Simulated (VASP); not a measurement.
# PbO2 (P4_2/mnm) in VASP: notebook

PbO2 is run at these levels: PBEsol; tasks: single point.

Program: VASP 6.6.1. These are calculated values, not measurements. Logs are shortened: lines on timing, memory, paths and dates and some standing lists are left out, and cuts for length are marked.

## (1) The cell of the first run

It takes space group P4_2/mnm (No. 136, tetragonal). The conventional cell has a = 4.638 Å, b = 4.638 Å, c = 3.385 Å, α = 90.00°, β = 90.00°, γ = 90.00°. Pb (site symmetry mmm) has 6 O at 2.02 to 2.11 Å within 2.7 Å. O (site symmetry m2m) has 3 Pb at 2.02 to 2.11 Å and 1 O at 2.52 Å within 2.7 Å.

## (2) Single point, PBEsol

Input file INCAR:

```
SYSTEM = PbO2
ALGO = Normal ; EDIFF = 1E-7
ENCUT = 520 ; GGA = PS
ISIF = 2 ; ISMEAR = 0
LASPH = .TRUE. ; LCHARG = .FALSE.
LREAL = .FALSE. ; LWAVE = .FALSE.
NBANDS = 35 ; NELM = 100
PREC = Accurate ; SIGMA = 0.1
```

Input file KPOINTS:

```
k-points
0
G
  8 8 10
  0 0 0
```

Input file POSCAR:

```
PbO2
1.0
    4.6379208503      0.0000000000      0.0000000000
    0.0000000000      4.6379208503      0.0000000000
    0.0000000000      0.0000000000      3.3848585711
Pb O
2 4
Direct
    0.0000000000      0.0000000000      0.0000000000
    0.5000000000      0.5000000000      0.5000000000
    0.3081138316      0.3081138316      0.0000000000
    0.1918861684      0.8081138316      0.5000000000
    0.6918861684      0.6918861684      0.0000000000
    0.8081138316      0.1918861684      0.5000000000
```

Potentials or basis: VASP PAW PBE potentials, release 64 (Pb_d, O).

Command:

```console
> cat potpaw_PBE.64/Pb_d/POTCAR potpaw_PBE.64/O/POTCAR > POTCAR
> mpirun -np 1 vasp_std > vasp.out
```

OUTCAR:

```text
SYSTEM = PbO2
   EDIFF = 1E-7
   ENCUT = 520
   GGA = PS
   ISIF = 2
   ISMEAR = 0
   LASPH = .TRUE.
   LREAL = .FALSE.
   NELM = 100
   PREC = Accurate

 ion  position               nearest neighbor table
   1  0.000  0.000  0.000-   3 2.02   5 2.02   4 2.11   6 2.11   4 2.11   6 2.11   2 3.69   2 3.69
                             2 3.69   2 3.69   2 3.69   2 3.69   2 3.69   2 3.69
   2  0.500  0.500  0.500-   4 2.02   6 2.02   5 2.11   3 2.11   3 2.11   5 2.11   1 3.69   1 3.69
                             1 3.69   1 3.69   1 3.69   1 3.69   1 3.69   1 3.69
   3  0.308  0.308  0.000-   1 2.02   2 2.11   2 2.11
   4  0.192  0.808  0.500-   2 2.02   1 2.11   1 2.11
   5  0.692  0.692  0.000-   1 2.02   2 2.11   2 2.11
   6  0.808  0.192  0.500-   2 2.02   1 2.11   1 2.11

  LATTYP: Found a simple tetragonal cell.
 ALAT       =     4.6379208503
 C/A-ratio  =     0.7298224097

  Lattice vectors:

 A1 = (   4.6379208503,   0.0000000000,   0.0000000000)
 A2 = (   0.0000000000,   4.6379208503,   0.0000000000)
 A3 = (   0.0000000000,   0.0000000000,   3.3848585711)

Analysis of symmetry for initial positions (statically):
=====================================================================
 Subroutine PRICEL returns:
 Original cell was already a primitive cell.

 Routine SETGRP: Setting up the symmetry group for a
 simple tetragonal supercell.

 Subroutine GETGRP returns: Found 16 space group operations
 (whereof  8 operations were pure point group operations)
 out of a pool of 16 trial point group operations.

The static configuration has the point symmetry D_2h.
 The point group associated with its full space group is D_4h.

Analysis of symmetry for dynamics (positions and initial velocities):
=====================================================================
 Subroutine PRICEL returns:
 Original cell was already a primitive cell.

 Routine SETGRP: Setting up the symmetry group for a
 simple tetragonal supercell.

 Subroutine GETGRP returns: Found 16 space group operations
 (whereof  8 operations were pure point group operations)
 out of a pool of 16 trial point group operations.

The dynamic configuration has the point symmetry D_2h.
 The point group associated with its full space group is D_4h.

 Subroutine INISYM returns: Found 16 space group operations
 (whereof  8 operations are pure point group operations),
 and found     1 'primitive' translations

----------------------------------------------------------------------------------------

                                     Primitive cell

  volume of cell :      72.8094

  direct lattice vectors                    reciprocal lattice vectors
     4.637920850  0.000000000  0.000000000     0.215613856  0.000000000  0.000000000
     0.000000000  4.637920850  0.000000000     0.000000000  0.215613856  0.000000000
     0.000000000  0.000000000  3.384858571     0.000000000  0.000000000  0.295433318

  length of vectors
     4.637920850  4.637920850  3.384858571     0.215613856  0.215613856  0.295433318

  position of ions in fractional coordinates (direct lattice)
     0.000000000  0.000000000  0.000000000
     0.500000000  0.500000000  0.500000000
     0.308113832  0.308113832  0.000000000
     0.191886168  0.808113832  0.500000000
     0.691886168  0.691886168  0.000000000
     0.808113832  0.191886168  0.500000000

  ion indices of the primitive-cell ions
   primitive index   ion index
                 1           1
                 2           2
                 3           3
                 4           4
                 5           5
                 6           6

----------------------------------------------------------------------------------------

 KPOINTS: k-points

Automatic generation of k-mesh.
 Grid dimensions read from file:
 generate k-points for:    8    8   10

 Generating k-lattice:

  Cartesian coordinates                     Fractional coordinates (reciprocal lattice)
     0.026951732  0.000000000  0.000000000     0.125000000  0.000000000  0.000000000
     0.000000000  0.026951732  0.000000000     0.000000000  0.125000000  0.000000000
     0.000000000  0.000000000  0.029543332     0.000000000  0.000000000  0.100000000

  Length of vectors
     0.026951732  0.026951732  0.029543332

  Shift w.r.t. Gamma in fractional coordinates (k-lattice)
     0.000000000  0.000000000  0.000000000

 Subroutine IBZKPT returns following result:
 ===========================================

 Found     90 irreducible k-points:

 Following reciprocal coordinates:
            Coordinates               Weight
  0.000000  0.000000  0.000000      1.000000
  0.125000  0.000000  0.000000      4.000000
  0.250000  0.000000  0.000000      4.000000
  0.375000  0.000000  0.000000      4.000000
  0.500000  0.000000  0.000000      2.000000
  0.125000  0.125000  0.000000      4.000000
[... 16 lines left out ...]
  0.375000  0.125000  0.100000     16.000000
  0.500000  0.125000  0.100000      8.000000
 [... further k-points ...]
   k-points           NKPTS =     90   k-points in BZ     NKDIM =     90   number of bands    NBANDS=     35
   number of dos      NEDOS =    301   number of ions     NIONS =      6
   total plane-waves  NPLWV =  36288
   dimension x,y,z NGX =    36 NGY =   36 NGZ =   28
   dimension x,y,z NGXF=    72 NGYF=   72 NGZF=   56
   ions per type =               2   4
   NGX,Y,Z   is equivalent  to a cutoff of  12.90, 12.90, 13.75 a.u.
   NGXF,Y,Z  is equivalent  to a cutoff of  25.81, 25.81, 27.50 a.u.
 SYSTEM =  PbO2
   PREC   = accura    normal or accurate (medium, high low for compatibility)
   ISTART =      0    job   : 0-new  1-cont  2-samecut
   ICHARG =      2    charge: 1-file 2-atom 10-const
   ISPIN  =      1    spin polarized calculation?
   LNONCOLLINEAR =      F non collinear calculations
   LSORBIT =      F    spin-orbit coupling
   LASPH  =      T    aspherical Exc in radial PAW
   ENCUT  =  520.0 eV  38.22 Ry    6.18 a.u.   8.62  8.62  6.29*2*pi/ulx,y,z
   NELM   =    100;   NELMIN=  2; NELMDL= -5     # of ELM steps
   EDIFF  = 0.1E-06   stopping-criterion for ELM
   LREAL  =      F    real-space projection
   EDIFFG = 0.1E-05   stopping-criterion for IOM
   NSW    =      0    number of steps for IOM
   IBRION =     -1    ionic relax: 0-MD 1-quasi-New 2-CG
   NFREE  =      0    steps in history (QN), initial steepest desc. (CG)
   ISIF   =      2    stress and relaxation
   ISYM   =      2    0-nonsym 1-usesym 2-fastsym
   POTIM  = 0.5000    time-step for ionic-motion
   TEBEG  =    0.0;   TEEND  =   0.0 temperature during run
   PSTRESS=    0.0 pullay stress
   NELECT =      52.0000    total number of electrons
   NUPDOWN=      -1.0000    fix difference up-down
   EMIN   =  10.00;   EMAX   =-10.00  energy-range for DOS
   EFERMI =   0.00;   METHOD = LEGACY
   ISMEAR =     0;   SIGMA  =   0.10  broadening in eV -4-tet -1-fermi 0-gaus
   EFERMI_NEDOS =   21; number of points for ismear=-14 and -15
   IALGO  =     38    algorithm
   IMIX   =      4    mixing-type and parameters
     AMIX     =   0.40;   BMIX     =  1.00
     AMIX_MAG =   1.60;   BMIX_MAG =  1.00
  volume/ion in A,a.u.               =      12.13        81.89
  Fermi-wavevector in a.u.,A,eV,Ry     =   1.463346  2.765322 29.135245  2.141380
  Thomas-Fermi vector in A             =   2.579451
   LORBIT       =      0    0 simple, 1 ext, 2 COOP (PROOUT), +10 PAW based schemes
   GGA     = PS    functional components
   LHFCALC =     F    Hartree Fock is set to
   AEXX    =    0.0000 exact exchange contribution
   IVDW    =     0    specifies the selected vdW correction
   LEPSILON=     F    determine dielectric tensor
   LRPA    =     F    only Hartree local field effects (RPA)
 non-spin polarized calculation
 Gauss-broadening in eV      SIGMA  =   0.10
  energy-cutoff  :      520.00
  volume of cell :       72.81
 maximum number of plane-waves:      1985
 NGX is ok and might be reduce to    36
   NGX = 17   NGY = 17   NGZ = 13

 number of electron      52.0000007 magnetization

 Free energy of the ion-electron system (eV)
  ---------------------------------------------------
  ext. energy  EPLUGINS =         0.00000000
  ---------------------------------------------------
  free energy    TOTEN  =       -33.03859123 eV

  energy without entropy =      -33.03816319  energy(sigma->0) =      -33.03837721

 E-fermi :   6.1649     XC(G=0): -11.7483

 val. band max:        6.0960751692   @ k =   0.5000   0.0000   0.5000
 cond. band min:       6.4278101315   @ k =   0.1250   0.0000   0.0000
 fundamental gap:      0.3317349623
 Fermi energy:         6.1649387663

 k-point     1 :       0.0000    0.0000    0.0000
  band No.  band energies     occupation
      1     -13.4110      2.00000
      2     -13.0425      2.00000
      3     -10.9452      2.00000
      4     -10.9452      2.00000
      5      -9.8136      2.00000
      6      -9.4555      2.00000
[... 27 lines left out ...]
     34      18.8368      0.00000
     35      18.8456      0.00000

 k-point     2 :       0.1250    0.0000    0.0000
  band No.  band energies     occupation
      1     -13.3500      2.00000
      2     -13.0063      2.00000
      3     -11.1801      2.00000
      4     -11.1016      2.00000
      5      -9.5451      2.00000
      6      -9.3930      2.00000
[... 27 lines left out ...]
     34      18.5836      0.00000
     35      19.0035      0.00000

 k-point     3 :       0.2500    0.0000    0.0000
  band No.  band energies     occupation
      1     -13.1725      2.00000
      2     -12.9005      2.00000
      3     -11.5897      2.00000
      4     -11.4703      2.00000
      5      -9.3729      2.00000
      6      -9.3710      2.00000
[... 27 lines left out ...]
     34      18.5067      0.00000
     35      19.2085      0.00000

 k-point     4 :       0.3750    0.0000    0.0000
  band No.  band energies     occupation
      1     -12.9043      2.00000
      2     -12.7432      2.00000
      3     -11.9614      2.00000
      4     -11.8928      2.00000
      5      -9.3578      2.00000
      6      -9.3559      2.00000
[... 27 lines left out ...]
     34      18.5542      0.00000
     35      19.1625      0.00000

 k-point     5 :       0.5000    0.0000    0.0000
  band No.  band energies     occupation
      1     -12.6676      2.00000
      2     -12.6676      2.00000
      3     -12.1494      2.00000
      4     -12.1494      2.00000
      5      -9.3503      2.00000
      6      -9.3503      2.00000
[... 638 lines left out ...]
 k-point    22 :       0.2500    0.1250    0.1000
  band No.  band energies     occupation
      1     -13.1224      2.00000
      2     -12.7437      2.00000
      3     -11.9792      2.00000
      4     -11.3428      2.00000
      5      -9.4893      2.00000
      6      -9.3444      2.00000
[... 27 lines left out ...]
     34      18.3894      0.00000
     35      18.7101      0.00000

 k-point    23 :       0.3750    0.1250    0.1000
  band No.  band energies     occupation
      1     -12.9478      2.00000
      2     -12.5738      2.00000
      3     -12.2275      2.00000
      4     -11.6694      2.00000
      5      -9.3991      2.00000
      6      -9.3291      2.00000
[... 27 lines left out ...]
     34      18.4079      0.00000
     35      18.7668      0.00000

 k-point    24 :       0.5000    0.1250    0.1000
  band No.  band energies     occupation
      1     -12.7235      2.00000
      2     -12.7235      2.00000
      3     -12.0312      2.00000
      4     -12.0312      2.00000
      5      -9.3474      2.00000
      6      -9.3474      2.00000
[... 27 lines left out ...]
     34      18.4898      0.00000
     35      18.7545      0.00000

 [... further k-points ...]

------------------------ aborting loop because EDIFF is reached ----------------------------------------

  FORCE on cell =-STRESS in cart. coord.  units (eV):
  Direction    XX          YY          ZZ          XY          YZ          ZX
  --------------------------------------------------------------------------------------
  -------------------------------------------------------------------------------------
  Total       13.7819842     13.7819842     13.8751420      0.0000000      0.0000000      0.0000000
  in kB      303.2739705    303.2739705    305.3239180      0.0000000      0.0000000      0.0000000
  external PRESSURE =     303.9572863 kB  Pullay stress =       0.0000000 kB

 VOLUME and BASIS-vectors are now :
 -----------------------------------------------------------------------------
  energy-cutoff  :      520.00
  volume of cell :       72.81
      direct lattice vectors                 reciprocal lattice vectors
     4.637920850  0.000000000  0.000000000     0.215613856  0.000000000  0.000000000
     0.000000000  4.637920850  0.000000000     0.000000000  0.215613856  0.000000000
     0.000000000  0.000000000  3.384858571     0.000000000  0.000000000  0.295433318

 POSITION                                       TOTAL-FORCE (eV/Angst)
 -----------------------------------------------------------------------------------
      0.00000      0.00000      0.00000        -0.000000      0.000000      0.000000
      2.31896      2.31896      1.69243        -0.000000      0.000000      0.000000
      1.42901      1.42901      0.00000        -0.003337     -0.003337      0.000000
      0.88995      3.74797      1.69243         0.003337     -0.003337      0.000000
      3.20891      3.20891      0.00000         0.003337      0.003337      0.000000
      3.74797      0.88995      1.69243        -0.003337      0.003337      0.000000
 -----------------------------------------------------------------------------------
    total drift:                               -0.000000      0.000000      0.000000

  FREE ENERGIE OF THE ION-ELECTRON SYSTEM (eV)
  ---------------------------------------------------
  free  energy   TOTEN  =       -33.0385912276 eV

  energy  without entropy=      -33.0381631921  energy(sigma->0) =      -33.03837721
```

Wall time 2.2 min (1 thread of AMD EPYC 9R45 (Zen 5), shared host); peak memory 0.27 GiB.

Results:

- Free energy: -33.0386 eV
- Pressure: 30.4 GPa
- Largest force: 0.005 eV/Å
- Band gap on the k mesh: zero (bands 26 and 27 overlap by 0.24 eV)

Forces in eV/Å, atoms in the order of the input:
```
Pb   0.000  0.000  0.000
Pb   0.000  0.000  0.000
O   -0.003 -0.003  0.000
O    0.003 -0.003  0.000
O    0.003  0.003  0.000
O   -0.003  0.003  0.000
```

Stress tensor (GPa, compression positive):
```
30.33  0.00  0.00
 0.00 30.33  0.00
 0.00  0.00 30.53
```

Caveat: the cell stands under pressure; semilocal functionals underestimate gaps, and a narrow one can read as zero; the PAW data sets were made with another functional, which shifts forces and pressure a little; spin-orbit coupling is left out, which moves the levels of the heavy elements.

## (3) Single point, PBEsol

This run uses another cell than the first one, of 12.94 Å³/atom.

Input file INCAR:

```
ALGO     = Normal         # electronic algorithm
EDIFF    = 1E-6           # SCF threshold, eV
ENCUT    = 520            # plane-wave cutoff, eV
GGA      = PS             # functional
ISIF     = 2              # what is computed and relaxed
ISMEAR   = 0              # smearing method
LASPH    = T              # aspherical terms in the spheres
LCHARG   = F              # write CHGCAR
LREAL    = F              # projectors in reciprocal space
LWAVE    = F              # write WAVECAR
NBANDS   = 35             # bands
NELM     = 60             # most SCF steps
PREC     = Accurate       # precision mode
SIGMA    = 0.1            # smearing width, eV
```

Input file KPOINTS:

```
k-points
0
Gamma
  8 8 10
```

Input file POSCAR:

```
PbO2
1.0
    4.7849494837      0.0000000000      0.0000000000
    0.0000000000      4.7849494837      0.0000000000
    0.0000000000      0.0000000000      3.3913915594
Pb O
2 4
Direct
    0.0000000000      0.0000000000      0.0000000000
    0.5000000000      0.5000000000      0.5000000000
    0.3071647564      0.3071647564      0.0000000000
    0.1928352436      0.8071647564      0.5000000000
    0.6928352436      0.6928352436      0.0000000000
    0.8071647564      0.1928352436      0.5000000000
```

Potentials or basis: VASP PAW PBE potentials, release 64 (Pb_d, O).

Command:

```console
> cat potpaw_PBE.64/Pb_d/POTCAR potpaw_PBE.64/O/POTCAR > POTCAR
> mpirun -np 1 vasp_std > vasp.out
```

It took 2 min on 1 thread of AMD EPYC 9R45 (Zen 5), shared host; peak memory 0.28 GiB.

Results (log left out):

```yaml
Free_energy: -33.7225 eV
Pressure: 15.4 GPa
Largest_force: 0.004 eV/Å
Band_gap_on_the_k_mesh: 0.03 eV (least direct gap 0.14 eV)
```

Forces in eV/Å, atoms in the order of the input:
```
Pb   0.000  0.000  0.000
Pb   0.000  0.000  0.000
O   -0.003 -0.003  0.000
O    0.003 -0.003  0.000
O    0.003  0.003  0.000
O   -0.003  0.003  0.000
```

Stress tensor (GPa, compression positive):
```
15.30  0.00  0.00
 0.00 15.30  0.00
 0.00  0.00 15.48
```

Levels at points of the mesh, in eV from the valence-band top:
| k point | band 22 | band 23 | band 24 | band 25 | band 26 | band 27 | band 28 | band 29 | band 30 | band 31 |
| --- | --- | --- | --- | --- | --- | --- | --- | --- | --- | --- |
| (0.00, 0.00, 0.00) | -0.69 | -0.69 | -0.58 | -0.58 | -0.57 | 0.03 | 4.75 | 5.87 | 5.87 | 9.87 |
| (0.50, 0.00, 0.00) | -1.45 | -0.66 | -0.66 | -0.42 | -0.42 | 3.13 | 3.13 | 6.52 | 6.52 | 10.62 |
| (0.50, 0.50, 0.00) | -1.86 | -0.66 | -0.66 | -0.51 | -0.51 | 3.47 | 3.47 | 7.03 | 7.03 | 10.87 |
| (0.00, 0.00, 0.50) | -2.12 | -1.35 | -1.35 | -0.92 | -0.92 | 4.44 | 4.44 | 9.38 | 9.38 | 9.72 |
| (0.50, 0.00, 0.50) | -1.21 | -0.94 | -0.94 | 0.00 | 0.00 | 4.86 | 4.86 | 7.90 | 7.90 | 10.25 |
| (0.50, 0.50, 0.50) | -1.64 | -0.78 | -0.78 | -0.59 | -0.59 | 3.41 | 3.41 | 8.54 | 8.54 | 10.11 |

Caveat: the cell stands under pressure; the smearing spreads over this small gap; the PAW data sets were made with another functional, which shifts forces and pressure a little; spin-orbit coupling is left out, which moves the levels of the heavy elements.

The gap in the log of VASP goes by the Fermi energy; the results here count the filled bands.